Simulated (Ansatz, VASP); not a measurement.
One calculation of Zn4HO4, two programs

```xyz
9
Lattice="5.5148 0.0000 0.0000 0.0000 5.5148 0.0000 0.0000 0.0000 3.2430" Properties=species:S:1:pos:R:3 pbc="T T T"
Zn    1.0041    1.0041    1.6215
Zn    4.5108    4.5108    1.6215
Zn    3.7615    1.7533    0.0000
Zn    1.7533    3.7615    0.0000
O     4.5111    1.0037    1.6215
O     1.0037    4.5111    1.6215
O     3.7611    3.7611    0.0000
O     1.7537    1.7537    0.0000
H     5.5150    0.4522    0.9729
```

Alike in both runs: task single point; functional PBEsol; k mesh 4 × 4 × 8; occupations gaussian, width 0.05 eV; no spin polarisation.

|  | VASP | Ansatz |
| --- | --- | --- |
| version | VASP 6.6.1 | Ansatz 0.2.0 |
| potentials or method | VASP PAW PBE potentials, release 64 (Zn, O, H), cutoff 520 eV | scalar-relativistic, plane waves, PAW |
| valence electrons in the cell | 73 | 73 |

Ansatz gave:

```
gap on the k mesh at the Fermi level (eV)                     : none
pressure (GPa)                                                : 11.6
traceless stress, the component that is largest in VASP (GPa) : 4.32
rms of the force components (eV/Å)                            : 1.717
```

Task: What did VASP give for the same quantities?

Result: gap on the k mesh at the Fermi level (eV): none; pressure (GPa): 12.6; traceless stress, the component that is largest in VASP (GPa): 4.37; rms of the force components (eV/Å): 1.751.

VASP's potentials were made for PBE, not for PBEsol, and Ansatz warns of the same on its side. Atom by atom the forces differ by 0.039 eV/Å (rms over components). A gap of «none» marks a metal or a gap that the smearing closes.
